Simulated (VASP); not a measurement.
# AlInAsP3 (P-6m2) in VASP: single point with PBE

Aim: the single point of AlInAsP3 with PBE.

Program: VASP 6.6.1. These are calculated values, not measurements. Logs are shortened: lines on timing, memory, paths and dates and some standing lists are left out, and cuts for length are marked.

**1. The cell of the first run**

The structure is hexagonal, space group P-6m2 (No. 187). The conventional cell has a = 5.174 Å, b = 5.174 Å, c = 5.241 Å, α = 90.00°, β = 90.00°, γ = 120.00°. Within 3.8 Å of Al (site symmetry -6m2) lie 6 P at 2.91 Å and 3 In at 2.99 Å and 3 As at 2.99 Å. In (site symmetry -6m2) has 3 Al at 2.99 Å and 3 As at 2.99 Å and 6 P at 3.14 Å within 3.9 Å. P (site symmetry mm2) has 4 P at 2.19 to 2.98 Å and 2 Al at 2.91 Å within 3.0 Å. Within 3.9 Å of As (site symmetry -6m2) lie 3 In at 2.99 Å and 3 Al at 2.99 Å and 12 P at 3.69 Å.

The cell was generated, and may not be a known phase.

**2. Single point, PBE**

The input, INCAR:

```
SYSTEM = AlInAsP3
PREC     = Accurate       ! precision mode
ENCUT    = 510            ! plane-wave cutoff, eV
EDIFF    = 1E-6           ! SCF threshold, eV
ISMEAR   = 0              ! smearing method
SIGMA    = 0.1            ! smearing width, eV
LREAL    = .False.        ! projectors in reciprocal space
LASPH    = .True.         ! aspherical terms in the spheres
NELM     = 120            ! most SCF steps
ALGO     = Normal         ! electronic algorithm
ISIF     = 2              ! what is computed and relaxed
LWAVE    = .False.        ! write WAVECAR
LCHARG   = .False.        ! write CHGCAR
GGA      = PE             ! functional
NBANDS   = 32             ! bands
GGA_COMPAT= .False.
```

The input, KPOINTS:

```
Automatic mesh
0
Gamma
  6 6 4
  0 0 0
```

The input, POSCAR:

```
AlInAsP3
1.0
    5.1737365363      0.0000000000      0.0000000000
   -2.5868682681      4.4805872730      0.0000000000
    0.0000000000      0.0000000000      5.2410847749
Al In P As
1 1 3 1
Direct
    0.3333333333      0.6666666667      0.0000000000
    0.0000000000      0.0000000000      0.0000000000
    0.6155776570      0.8077888285      0.5000000000
    0.1922111715      0.8077888285      0.5000000000
    0.1922111715      0.3844223430      0.5000000000
    0.6666666667      0.3333333333      0.0000000000
```

Potentials or basis: VASP PAW PBE potentials, release 64 (Al, In_d, P, As_d).

Started as:

```console
> cat potpaw_PBE.64/Al/POTCAR potpaw_PBE.64/In_d/POTCAR potpaw_PBE.64/P/POTCAR potpaw_PBE.64/As_d/POTCAR > POTCAR
> mpirun -np 1 vasp_std > vasp.out
```

OUTCAR:

```text
SYSTEM = AlInAsP3
   PREC = Accurate
   ENCUT = 510
   EDIFF = 1E-6
   ISMEAR = 0
   LREAL = .False.
   LASPH = .True.
   NELM = 120
   ISIF = 2
   GGA = PE

 ion  position               nearest neighbor table
   1  0.333  0.667  0.000-   4 2.91   4 2.91   3 2.91   3 2.91   5 2.91   5 2.91   2 2.99   6 2.99
                             6 2.99   2 2.99   2 2.99   6 2.99
   2  0.000  0.000  0.000-   1 2.99   6 2.99   6 2.99   1 2.99   6 2.99   1 2.99   4 3.14   4 3.14
                             3 3.14   3 3.14   5 3.14   5 3.14
   3  0.616  0.808  0.500-   4 2.19   5 2.19   1 2.91   1 2.91   2 3.14   2 3.14
   4  0.192  0.808  0.500-   3 2.19   5 2.19   1 2.91   1 2.91   2 3.14   2 3.14
   5  0.192  0.384  0.500-   4 2.19   3 2.19   1 2.91   1 2.91   2 3.14   2 3.14
   6  0.667  0.333  0.000-   2 2.99   1 2.99   1 2.99   2 2.99   2 2.99   1 2.99

  LATTYP: Found a hexagonal cell.
 ALAT       =     5.1737365363
 C/A-ratio  =     1.0130173305

  Lattice vectors:

 A1 = (   5.1737365363,   0.0000000000,   0.0000000000)
 A2 = (  -2.5868682681,   4.4805872730,   0.0000000000)
 A3 = (   0.0000000000,   0.0000000000,   5.2410847749)

Analysis of symmetry for initial positions (statically):
=====================================================================
 Subroutine PRICEL returns:
 Original cell was already a primitive cell.

 Routine SETGRP: Setting up the symmetry group for a
 hexagonal supercell.

 Subroutine GETGRP returns: Found 12 space group operations
 (whereof 12 operations were pure point group operations)
 out of a pool of 24 trial point group operations.

The static configuration has the point symmetry D_3h.

Analysis of symmetry for dynamics (positions and initial velocities):
=====================================================================
 Subroutine PRICEL returns:
 Original cell was already a primitive cell.

 Routine SETGRP: Setting up the symmetry group for a
 hexagonal supercell.

 Subroutine GETGRP returns: Found 12 space group operations
 (whereof 12 operations were pure point group operations)
 out of a pool of 24 trial point group operations.

The dynamic configuration has the point symmetry D_3h.

 Subroutine INISYM returns: Found 12 space group operations
 (whereof 12 operations are pure point group operations),
[... 99 lines left out ...]
   NELM   =    120;   NELMIN=  2; NELMDL= -5     # of ELM steps
   EDIFF  = 0.1E-05   stopping-criterion for ELM
   LREAL  =      F    real-space projection
   EDIFFG = 0.1E-04   stopping-criterion for IOM
   NSW    =      0    number of steps for IOM
   IBRION =     -1    ionic relax: 0-MD 1-quasi-New 2-CG
   NFREE  =      0    steps in history (QN), initial steepest desc. (CG)
   ISIF   =      2    stress and relaxation
   ISYM   =      2    0-nonsym 1-usesym 2-fastsym
   POTIM  = 0.5000    time-step for ionic-motion
   TEBEG  =    0.0;   TEEND  =   0.0 temperature during run
   PSTRESS=    0.0 pullay stress
   NELECT =      46.0000    total number of electrons
   NUPDOWN=      -1.0000    fix difference up-down
   EMIN   =  10.00;   EMAX   =-10.00  energy-range for DOS
   EFERMI =   0.00;   METHOD = LEGACY
   ISMEAR =     0;   SIGMA  =   0.10  broadening in eV -4-tet -1-fermi 0-gaus
   EFERMI_NEDOS =   21; number of points for ismear=-14 and -15
   IALGO  =     38    algorithm
   IMIX   =      4    mixing-type and parameters
     AMIX     =   0.40;   BMIX     =  1.00
     AMIX_MAG =   1.60;   BMIX_MAG =  1.00
  volume/ion in A,a.u.               =      20.25       136.65
  Fermi-wavevector in a.u.,A,eV,Ry     =   1.184333  2.238066 19.084151  1.402646
  Thomas-Fermi vector in A             =   2.320550
   LORBIT       =      0    0 simple, 1 ext, 2 COOP (PROOUT), +10 PAW based schemes
   GGA     = PE    functional components
   LHFCALC =     F    Hartree Fock is set to
   AEXX    =    0.0000 exact exchange contribution
   IVDW    =     0    specifies the selected vdW correction
   LEPSILON=     F    determine dielectric tensor
   LRPA    =     F    only Hartree local field effects (RPA)
 non-spin polarized calculation
 Gauss-broadening in eV      SIGMA  =   0.10
  energy-cutoff  :      510.00
  volume of cell :      121.50
 maximum number of plane-waves:      3235
 NGX is ok and might be reduce to    40
   NGX = 19   NGY = 19   NGZ = 19

 number of electron      46.0000027 magnetization

 Free energy of the ion-electron system (eV)
  ---------------------------------------------------
  ext. energy  EPLUGINS =         0.00000000
  ---------------------------------------------------
  free energy    TOTEN  =       -25.06314431 eV

  energy without entropy =      -25.04589336  energy(sigma->0) =      -25.05451883

 E-fermi :   6.1265     XC(G=0): -10.1836

 val. band max:        6.1196499601   @ k =   0.3333   0.3333   0.2500
 cond. band min:       6.1461013613   @ k =   0.3333  -0.0000   0.2500
 fundamental gap:      0.0264514012
 Fermi energy:         6.1265076910

 k-point     1 :       0.0000    0.0000    0.0000
  band No.  band energies     occupation
      1     -29.4396      2.00000
      2     -29.4396      2.00000
      3     -29.3773      2.00000
      4     -29.3773      2.00000
      5     -29.3599      2.00000
      6      -8.5797      2.00000
[... 724 lines left out ...]
     31       9.9035      0.00000
     32      11.7359      0.00000

------------------------ aborting loop because EDIFF is reached ----------------------------------------

  FORCE on cell =-STRESS in cart. coord.  units (eV):
  Direction    XX          YY          ZZ          XY          YZ          ZX
  --------------------------------------------------------------------------------------
  -------------------------------------------------------------------------------------
  Total       -0.0672559     -0.0672559     -0.1924771     -0.0000000     -0.0000000      0.0000000
  in kB       -0.8869123     -0.8869123     -2.5382203     -0.0000000     -0.0000000      0.0000000
  external PRESSURE =      -1.4373483 kB  Pullay stress =       0.0000000 kB

 VOLUME and BASIS-vectors are now :
 -----------------------------------------------------------------------------
  energy-cutoff  :      510.00
  volume of cell :      121.50
      direct lattice vectors                 reciprocal lattice vectors
     5.173736536  0.000000000  0.000000000     0.193283905  0.111592514  0.000000000
    -2.586868268  4.480587273  0.000000000     0.000000000  0.223185029  0.000000000
     0.000000000  0.000000000  5.241084775     0.000000000  0.000000000  0.190800196

 POSITION                                       TOTAL-FORCE (eV/Angst)
 -----------------------------------------------------------------------------------
     -0.00000      2.98706      0.00000         0.000000      0.000000      0.000000
      0.00000      0.00000      0.00000         0.000000      0.000000      0.000000
      1.09519      3.61937      2.62054        -0.109999     -0.063508      0.000000
     -1.09519      3.61937      2.62054         0.109999     -0.063508      0.000000
      0.00000      1.72244      2.62054         0.000000      0.127016     -0.000000
      2.58687      1.49353      0.00000         0.000000      0.000000      0.000000
 -----------------------------------------------------------------------------------
    total drift:                               -0.000001      0.000000      0.000000

  FREE ENERGIE OF THE ION-ELECTRON SYSTEM (eV)
  ---------------------------------------------------
  free  energy   TOTEN  =       -25.0631443085 eV

  energy  without entropy=      -25.0458933556  energy(sigma->0) =      -25.05451883
```

OSZICAR:

```text
N       E                     dE             d eps       ncg     rms          rms(c)
DAV:   1     0.401055674818E+03    0.40106E+03   -0.19175E+04  1760   0.409E+03
DAV:   2     0.438263278053E+02   -0.35723E+03   -0.33827E+03  1352   0.966E+02
DAV:   3    -0.208103354065E+02   -0.64637E+02   -0.61868E+02  1560   0.174E+02
DAV:   4    -0.253168230006E+02   -0.45065E+01   -0.44578E+01  1688   0.494E+01
DAV:   5    -0.255084145247E+02   -0.19159E+00   -0.19145E+00  1864   0.109E+01    0.978E+00
DAV:   6    -0.250912430439E+02    0.41717E+00   -0.82555E-01  1888   0.785E+00    0.537E+00
DAV:   7    -0.250670566522E+02    0.24186E-01   -0.38411E-01  1824   0.385E+00    0.146E+00
DAV:   8    -0.250631310946E+02    0.39256E-02   -0.60389E-02  1792   0.177E+00    0.754E-01
DAV:   9    -0.250631438642E+02   -0.12770E-04   -0.53403E-03  1728   0.395E-01    0.221E-01
DAV:  10    -0.250631343805E+02    0.94837E-05   -0.69536E-04  2064   0.249E-01    0.945E-02
DAV:  11    -0.250631471671E+02   -0.12787E-04   -0.25121E-04  1920   0.139E-01    0.228E-02
DAV:  12    -0.250631446534E+02    0.25137E-05   -0.35509E-05  1696   0.339E-02    0.143E-02
DAV:  13    -0.250631443085E+02    0.34495E-06   -0.54893E-06  1712   0.135E-02
   1 F= -.25063144E+02 E0= -.25054519E+02  d E =-.172510E-01
```

Run time: 44 s. Hardware: 1 thread of AMD EPYC 9R45 (Zen 5), shared host; peak memory 0.26 GiB.

Results:

* Free energy: -25.0631 eV
* Pressure: -0.1 GPa
* Largest force: 0.127 eV/Å
* Band gap on the k mesh: zero (bands 23 and 24 overlap by 1.96 eV)

Forces on the atoms (eV/Å):
```
Al   0.000  0.000  0.000
In   0.000  0.000  0.000
P   -0.110 -0.064  0.000
P    0.110 -0.064  0.000
P    0.000  0.127  0.000
As   0.000  0.000  0.000
```

Caveat: spin-orbit coupling is left out, which moves the levels of the heavy elements.

The gap in the log of VASP goes by the Fermi energy; the results here count the filled bands.